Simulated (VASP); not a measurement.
# Cu (P6_3/mmc) in VASP: a series of runs

Runs on Cu. Level: PBEsol. Tasks: single point.

Everything below comes from runs of VASP 6.6.1. Logs are shortened: lines on timing, memory, paths and dates and some standing lists are left out, and cuts for length are marked.

## (1) The cell of the first run

Symmetry: P6_3/mmc, No. 194, hexagonal system. The conventional cell has a = 2.534 Å, b = 2.534 Å, c = 4.113 Å, α = 90.00°, β = 90.00°, γ = 120.00°. Cu (site symmetry -6m2) has 12 Cu at 2.52 to 2.53 Å within 3.3 Å.

## (2) Single point, PBEsol

INCAR reads:

```
PREC = Accurate ; ENCUT = 520
EDIFF = 1E-6 ; ISMEAR = 1
SIGMA = 0.2 ; LREAL = F
LASPH = T ; NELM = 100
ALGO = Normal ; ISIF = 2
LWAVE = F ; LCHARG = T
GGA = PS ; LELF = T
LVHAR = T ; NBANDS = 18
```

KPOINTS reads:

```
regular mesh
0
Gamma
  6 6 3
```

POSCAR reads:

```
Cu
1.0
    2.5340970000      0.0000000000      0.0000000000
   -1.2670480000      2.1945920000      0.0000000000
    0.0000000000      0.0000000000      4.1125710000
Cu
2
Direct
    0.3333333333      0.6666666667      0.2500000000
    0.6666666667      0.3333333333      0.7500000000
```

Potentials or basis: VASP PAW PBE potentials, release 64 (Cu).

The run is started by

```bash
> cat potpaw_PBE.64/Cu/POTCAR > POTCAR
> mpirun -np 1 vasp_std > vasp.out
```

OUTCAR:

```text
PREC = Accurate
   ENCUT = 520
   EDIFF = 1E-6
   ISMEAR = 1
   LREAL = F
   LASPH = T
   NELM = 100
   ISIF = 2
   GGA = PS

 ion  position               nearest neighbor table
   1  0.333  0.667  0.250-   2 2.52   2 2.52   2 2.52   2 2.52   2 2.52   2 2.52
   2  0.667  0.333  0.750-   1 2.52   1 2.52   1 2.52   1 2.52   1 2.52   1 2.52

  LATTYP: Found a hexagonal cell.
 ALAT       =     2.5340970000
 C/A-ratio  =     1.6228940723

  Lattice vectors:

 A1 = (   2.5340970000,   0.0000000000,   0.0000000000)
 A2 = (  -1.2670480000,   2.1945920000,   0.0000000000)
 A3 = (   0.0000000000,   0.0000000000,   4.1125710000)

Analysis of symmetry for initial positions (statically):
=====================================================================
 Subroutine PRICEL returns:
 Original cell was already a primitive cell.

 Routine SETGRP: Setting up the symmetry group for a
 hexagonal supercell.

 Subroutine GETGRP returns: Found 24 space group operations
 (whereof 12 operations were pure point group operations)
 out of a pool of 24 trial point group operations.

The static configuration has the point symmetry D_3d.
 The point group associated with its full space group is D_6h.

Analysis of symmetry for dynamics (positions and initial velocities):
=====================================================================
 Subroutine PRICEL returns:
 Original cell was already a primitive cell.

 Routine SETGRP: Setting up the symmetry group for a
 hexagonal supercell.

 Subroutine GETGRP returns: Found 24 space group operations
 (whereof 12 operations were pure point group operations)
 out of a pool of 24 trial point group operations.

The dynamic configuration has the point symmetry D_3d.
 The point group associated with its full space group is D_6h.

 Subroutine INISYM returns: Found 24 space group operations
 (whereof 12 operations are pure point group operations),
 and found     1 'primitive' translations

----------------------------------------------------------------------------------------

                                     Primitive cell

  volume of cell :      22.8713

  direct lattice vectors                    reciprocal lattice vectors
     2.534097000  0.000000000  0.000000000     0.394617886  0.227832692  0.000000000
    -1.267048000  2.194592000  0.000000000     0.000000000  0.455665563  0.000000000
     0.000000000  0.000000000  4.112571000     0.000000000  0.000000000  0.243156896

  length of vectors
     2.534097000  2.534096423  4.112571000     0.455665460  0.455665563  0.243156896

  position of ions in fractional coordinates (direct lattice)
     0.333333333  0.666666667  0.250000000
     0.666666667  0.333333333  0.750000000

  ion indices of the primitive-cell ions
   primitive index   ion index
                 1           1
                 2           2

----------------------------------------------------------------------------------------

 KPOINTS: regular mesh

Automatic generation of k-mesh.
 Grid dimensions read from file:
 generate k-points for:    6    6    3

 Generating k-lattice:

  Cartesian coordinates                     Fractional coordinates (reciprocal lattice)
     0.065769648  0.037972115  0.000000000     0.166666667  0.000000000  0.000000000
     0.000000000  0.075944261  0.000000000     0.000000000  0.166666667  0.000000000
     0.000000000  0.000000000  0.081052299     0.000000000  0.000000000  0.333333333

  Length of vectors
     0.075944243  0.075944261  0.081052299

  Shift w.r.t. Gamma in fractional coordinates (k-lattice)
     0.000000000  0.000000000  0.000000000

 Subroutine IBZKPT returns following result:
 ===========================================

 Found     14 irreducible k-points:

 Following reciprocal coordinates:
            Coordinates               Weight
  0.000000  0.000000  0.000000      1.000000
  0.166667 -0.000000  0.000000      6.000000
  0.333333 -0.000000  0.000000      6.000000
  0.500000  0.000000  0.000000      3.000000
  0.166667  0.166667  0.000000      6.000000
  0.333333  0.166667  0.000000     12.000000
  0.333333  0.333333  0.000000      2.000000
  0.000000  0.000000  0.333333      2.000000
  0.166667 -0.000000  0.333333     12.000000
  0.333333 -0.000000  0.333333     12.000000
  0.500000  0.000000  0.333333      6.000000
  0.166667  0.166667  0.333333     12.000000
  0.333333  0.166667  0.333333     24.000000
  0.333333  0.333333  0.333333      4.000000
   k-points           NKPTS =     14   k-points in BZ     NKDIM =     14   number of bands    NBANDS=     18
   number of dos      NEDOS =    301   number of ions     NIONS =      2
   total plane-waves  NPLWV =  12800
   dimension x,y,z NGX =    20 NGY =   20 NGZ =   32
   dimension x,y,z NGXF=    40 NGYF=   40 NGZF=   64
   ions per type =               2
   NGX,Y,Z   is equivalent  to a cutoff of  13.12, 13.12, 12.94 a.u.
   NGXF,Y,Z  is equivalent  to a cutoff of  26.24, 26.24, 25.87 a.u.
 SYSTEM =  unknown system
   PREC   = accura    normal or accurate (medium, high low for compatibility)
   ISTART =      0    job   : 0-new  1-cont  2-samecut
   ICHARG =      2    charge: 1-file 2-atom 10-const
   ISPIN  =      1    spin polarized calculation?
   LNONCOLLINEAR =      F non collinear calculations
   LSORBIT =      F    spin-orbit coupling
   LASPH  =      T    aspherical Exc in radial PAW
   ENCUT  =  520.0 eV  38.22 Ry    6.18 a.u.   4.71  4.71  7.65*2*pi/ulx,y,z
   NELM   =    100;   NELMIN=  2; NELMDL= -5     # of ELM steps
   EDIFF  = 0.1E-05   stopping-criterion for ELM
   LREAL  =      F    real-space projection
   EDIFFG = 0.1E-04   stopping-criterion for IOM
   NSW    =      0    number of steps for IOM
   IBRION =     -1    ionic relax: 0-MD 1-quasi-New 2-CG
   NFREE  =      0    steps in history (QN), initial steepest desc. (CG)
   ISIF   =      2    stress and relaxation
   ISYM   =      2    0-nonsym 1-usesym 2-fastsym
   POTIM  = 0.5000    time-step for ionic-motion
   TEBEG  =    0.0;   TEEND  =   0.0 temperature during run
   PSTRESS=    0.0 pullay stress
   NELECT =      22.0000    total number of electrons
   NUPDOWN=      -1.0000    fix difference up-down
   EMIN   =  10.00;   EMAX   =-10.00  energy-range for DOS
   EFERMI =   0.00;   METHOD = LEGACY
   ISMEAR =     1;   SIGMA  =   0.20  broadening in eV -4-tet -1-fermi 0-gaus
   EFERMI_NEDOS =   21; number of points for ismear=-14 and -15
   IALGO  =     38    algorithm
   IMIX   =      4    mixing-type and parameters
     AMIX     =   0.40;   BMIX     =  1.00
     AMIX_MAG =   1.60;   BMIX_MAG =  1.00
  volume/ion in A,a.u.               =      11.44        77.17
  Fermi-wavevector in a.u.,A,eV,Ry     =   1.616041  3.053874 35.532798  2.611587
  Thomas-Fermi vector in A             =   2.710691
   LORBIT       =      0    0 simple, 1 ext, 2 COOP (PROOUT), +10 PAW based schemes
   GGA     = PS    functional components
   LHFCALC =     F    Hartree Fock is set to
   AEXX    =    0.0000 exact exchange contribution
   IVDW    =     0    specifies the selected vdW correction
   LEPSILON=     F    determine dielectric tensor
   LRPA    =     F    only Hartree local field effects (RPA)
 non-spin polarized calculation
 Methfessel and Paxton  Order N= 1 SIGMA  =   0.20
  energy-cutoff  :      520.00
  volume of cell :       22.87
 maximum number of plane-waves:       627
 NGX is ok and might be reduce to    20
   NGX =  9   NGY =  9   NGZ = 15

 number of electron      21.9999980 magnetization

 Free energy of the ion-electron system (eV)
  ---------------------------------------------------
  ext. energy  EPLUGINS =         0.00000000
  ---------------------------------------------------
  free energy    TOTEN  =        -8.43879043 eV

  energy without entropy =       -8.43033784  energy(sigma->0) =       -8.43597290

 E-fermi :   7.7603     XC(G=0): -13.1020

 val. band max:        7.7504443602   @ k =   0.5000   0.0000   0.0000
 cond. band min:       7.8204646833   @ k =   0.3333   0.1667   0.3333
 fundamental gap:      0.0700203231
 Fermi energy:         7.7602576442

 k-point     1 :       0.0000    0.0000    0.0000
  band No.  band energies     occupation
      1      -1.8348      2.00000
      2       2.5135      2.00000
      3       4.6571      2.00000
      4       4.6930      2.00000
      5       4.6930      2.00000
      6       4.9164      2.00000
[... 10 lines left out ...]
     17      31.5160      0.00000
     18      31.5161      0.00000

 k-point     2 :       0.1667   -0.0000    0.0000
  band No.  band energies     occupation
      1      -0.9364      2.00000
      2       2.9732      2.00000
      3       4.3129      2.00000
      4       4.5032      2.00000
      5       4.7468      2.00000
      6       5.0157      2.00000
[... 10 lines left out ...]
     17      29.7939      0.00000
     18      31.6369      0.00000

 k-point     3 :       0.3333   -0.0000    0.0000
  band No.  band energies     occupation
      1       1.3699      2.00000
      2       3.2735      2.00000
      3       3.5685      2.00000
      4       4.2099      2.00000
      5       4.7275      2.00000
      6       4.7518      2.00000
[... 10 lines left out ...]
     17      23.5992      0.00000
     18      27.5848      0.00000

 k-point     4 :       0.5000    0.0000    0.0000
  band No.  band energies     occupation
      1       2.7715      2.00000
      2       3.0257      2.00000
      3       3.2731      2.00000
      4       4.5975      2.00000
      5       4.6116      2.00000
      6       4.7321      2.00000
[... 165 lines left out ...]
      4       4.0761      2.00000
      5       4.4507      2.00000
      6       4.6231      2.00000
[... 10 lines left out ...]
     17      22.7990      0.00000
     18      27.1763      0.00000

 k-point    13 :       0.3333    0.1667    0.3333
  band No.  band energies     occupation
      1       2.8752      2.00000
      2       3.2827      2.00000
      3       3.7113      2.00000
      4       4.1138      2.00000
      5       4.4336      2.00000
      6       4.9101      2.00000
[... 10 lines left out ...]
     17      22.5013      0.00000
     18      26.6293      0.00000

 k-point    14 :       0.3333    0.3333    0.3333
  band No.  band energies     occupation
      1       3.6594      2.00000
      2       3.6679      2.00000
      3       3.6679      2.00000
      4       3.8704      2.00000
      5       4.3966      2.00000
      6       4.3966      2.00000
[... 10 lines left out ...]
     17      26.1660      0.00000
     18      26.2946      0.00000

------------------------ aborting loop because EDIFF is reached ----------------------------------------

  FORCE on cell =-STRESS in cart. coord.  units (eV):
  Direction    XX          YY          ZZ          XY          YZ          ZX
  --------------------------------------------------------------------------------------
  -------------------------------------------------------------------------------------
  Total       -0.0401862     -0.0401861     -0.1401132     -0.0000000     -0.0000000      0.0000000
  in kB       -2.8151179     -2.8151170     -9.8152027     -0.0000006     -0.0000000      0.0000000
  external PRESSURE =      -5.1484792 kB  Pullay stress =       0.0000000 kB

 VOLUME and BASIS-vectors are now :
 -----------------------------------------------------------------------------
  energy-cutoff  :      520.00
  volume of cell :       22.87
      direct lattice vectors                 reciprocal lattice vectors
     2.534097000  0.000000000  0.000000000     0.394617886  0.227832692  0.000000000
    -1.267048000  2.194592000  0.000000000     0.000000000  0.455665563  0.000000000
     0.000000000  0.000000000  4.112571000     0.000000000  0.000000000  0.243156896

 POSITION                                       TOTAL-FORCE (eV/Angst)
 -----------------------------------------------------------------------------------
      0.00000      1.46306      1.02814         0.000000     -0.000000      0.000000
      1.26705      0.73153      3.08443        -0.000000      0.000000      0.000000
 -----------------------------------------------------------------------------------
    total drift:                                0.000000     -0.000000      0.000000

  FREE ENERGIE OF THE ION-ELECTRON SYSTEM (eV)
  ---------------------------------------------------
  free  energy   TOTEN  =        -8.4387904305 eV

  energy  without entropy=       -8.4303378410  energy(sigma->0) =       -8.43597290
```

Run time: 14 s. Hardware: 1 thread of AMD EPYC 7R13, shared host; peak memory 0.1 GiB.

Results:

```yaml
Free_energy: -8.4388 eV
Pressure: -0.5 GPa
Band_gap_on_the_k_mesh: zero (band 11 reaches 11.63 eV, above the bottom of band 12 at 5.92 eV)
```

Caveat: the k points lie up to 0.51 Å⁻¹ apart; the PAW data sets were made with another functional, which shifts forces and pressure a little.

## (3) Single point, PBEsol

INCAR reads:

```
PREC = Accurate
ENCUT = 520
EDIFF = 1E-6
ISMEAR = 1
SIGMA = 0.1
LREAL = F
LASPH = T
NELM = 60
ALGO = Normal
ISIF = 2
LWAVE = F
LCHARG = F
GGA = PS
NBANDS = 18
```

KPOINTS reads:

```
Automatic mesh
0
Gamma
  6 6 3
```

POSCAR is that of step 2.

Potentials or basis: VASP PAW PBE potentials, release 64 (Cu).

The run is started by

```bash
> cat potpaw_PBE.64/Cu/POTCAR > POTCAR
> mpirun -np 1 vasp_std > vasp.out
```

Run time: 14 s. Hardware: 1 thread of AMD EPYC 7R13, shared host; peak memory 0.1 GiB.

Results (log left out):

```yaml
Free_energy: -8.4352 eV
Pressure: -0.4 GPa
Band_gap_on_the_k_mesh: zero (band 11 reaches 11.63 eV, above the bottom of band 12 at 5.92 eV)
```

Stress tensor (GPa, compression positive):
```
-1.03  0.00  0.00
 0.00 -1.03  0.00
 0.00  0.00  0.78
```

Levels at points of the mesh, in eV from the Fermi level:
| k point | band 9 | band 10 | band 11 | band 12 | band 13 | band 14 |
| --- | --- | --- | --- | --- | --- | --- |
| (0.00, 0.00, 0.00) | -2.56 | -1.76 | -1.76 | -1.04 | 4.00 | 21.55 |
| (0.50, 0.00, 0.00) | -1.61 | -1.59 | -0.02 | 1.59 | 7.93 | 8.34 |

Caveat: the k points lie up to 0.51 Å⁻¹ apart; the PAW data sets were made with another functional, which shifts forces and pressure a little.
